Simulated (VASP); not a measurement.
Set up this calculation in VASP 6.6.1, as the native input.

| Property | Result |
| --- | --- |
| Task | single point |
| Functional | revPBE |
| Potentials or basis | VASP PAW PBE potentials, release 64 (Se) |
| Cutoff | 520 eV |
| k mesh | 11 × 11 × 9 |
| Occupations | fermi-dirac, width 0.1 eV |
| Spin | no spin polarisation |
| Dipole correction | no |
| Further INCAR settings | ALGO = Normal; EDIFF = 1e-06; NBANDS = 13 |

The structure of Se lies in POSCAR:

```
Se
1.0
    3.7493197880      0.0000000000      0.0000000000
   -1.8746598940      3.2470061833      0.0000000000
    0.0000000000      0.0000000000      3.9065810766
Se
2
Direct
    0.3333333333      0.6666666667      0.2500000000
    0.6666666667      0.3333333333      0.7500000000
```

This isn't the form of Se at room conditions, which is trigonal, of chains.

These files were run (other wordings do the same):

INCAR

```
SYSTEM = Se
PREC = Accurate
ENCUT = 520
EDIFF = 1E-6
ISMEAR = -1
SIGMA = 0.1
LREAL = .FALSE.
LASPH = .TRUE.
NELM = 80
ALGO = Normal
ISIF = 2
LWAVE = .FALSE.
LCHARG = .FALSE.
GGA = RE
NBANDS = 13
```

KPOINTS

```
regular mesh
0
G
  11 11 9
  0 0 0
```

Potentials or basis: VASP PAW PBE potentials, release 64 (Se).

Run with:

```console
$ cat potpaw_PBE.64/Se/POTCAR > POTCAR
$ mpirun -np 1 vasp_std > vasp.out
```

Results of the run:

| Quantity | Value |
| --- | --- |
| Pressure | -2.3 GPa |
| Band gap on the k mesh | zero (bands 6 and 7 overlap by 1.94 eV) |

Caveat: the PAW data sets were made with another functional, which shifts forces and pressure a little.

Run time: 19 s on 1 thread of Intel(R) Xeon(R) Platinum 8488C (Sapphire Rapids), on a shared host, peak memory 0.18 GiB.
